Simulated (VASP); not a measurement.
Set up this calculation in VASP 6.6.1, as the native input.

- Task: relaxation of cell and atoms
- Functional: PBEsol
- Potentials or basis: VASP PAW PBE potentials, release 64 (Pb_d)
- Cutoff: 600 eV
- k mesh: 9 × 9 × 9
- Occupations: fermi-dirac, width 0.05 eV
- Spin: no spin polarisation
- Target pressure: 30 GPa
- Dipole correction: no
- Further INCAR settings: ALGO = Normal; EDIFF = 1e-06; IBRION = 2; EDIFFG = -0.01; NSW = 60; ISIF = 3

The structure of Pb lies in POSCAR:

```
Pb
1.0
    0.0000000000      2.4750200000      2.4750200000
    2.4750200000      0.0000000000      2.4750200000
    2.4750200000      2.4750200000      0.0000000000
Pb
1
Direct
    0.0000000000      0.0000000000      0.0000000000
```

The input as run:

INCAR

```
  PREC = Accurate
  ENCUT = 600
  EDIFF = 1E-6
  ISMEAR = -1
  SIGMA = 0.05
  LREAL = False
  LASPH = True
  NELM = 60
  ALGO = Normal
  ISIF = 3
  LWAVE = False
  LCHARG = False
  GGA = PS
  IBRION = 2
  NSW = 60
  EDIFFG = -0.01
  PSTRESS = 300.0
```

KPOINTS

```
Automatic mesh
0
Gamma
  9 9 9
```

Potentials or basis: VASP PAW PBE potentials, release 64 (Pb_d).

Launch:

```sh
$ cat potpaw_PBE.64/Pb_d/POTCAR > POTCAR
$ mpirun -np 1 vasp_std > vasp.out
```

Results of the run:

```
Relaxed volume                                         : 22.22 Å³/atom
Relaxed cell                                           : a = 3.155 Å, b = 3.155 Å, c = 3.155 Å, α = 60.00°, β = 60.00°, γ = 60.00°
Space group after relaxing (to 0.05 Å)                 : Fm-3m (No. 225)
Energy change on relaxing (the enthalpy is what falls) : +539.2 meV/atom
Ionic steps                                            : 18
Pressure after relaxing                                : 30.0 GPa
Band gap on the k mesh                                 : zero (band 7 reaches 20.89 eV, above the bottom of band 8 at 8.92 eV)
```

Caveat: the cell is relaxed towards a set pressure, so the enthalpy falls and the energy may rise; the volume moved by over 15 % at a fixed basis, so the end points are rough; the PAW data sets were made with another functional, which shifts forces and pressure a little; spin-orbit coupling is left out, which moves the levels of the heavy elements.

It took 3.3 min on 1 thread of AMD EPYC 7R13, on a shared host, peak memory 0.16 GiB.
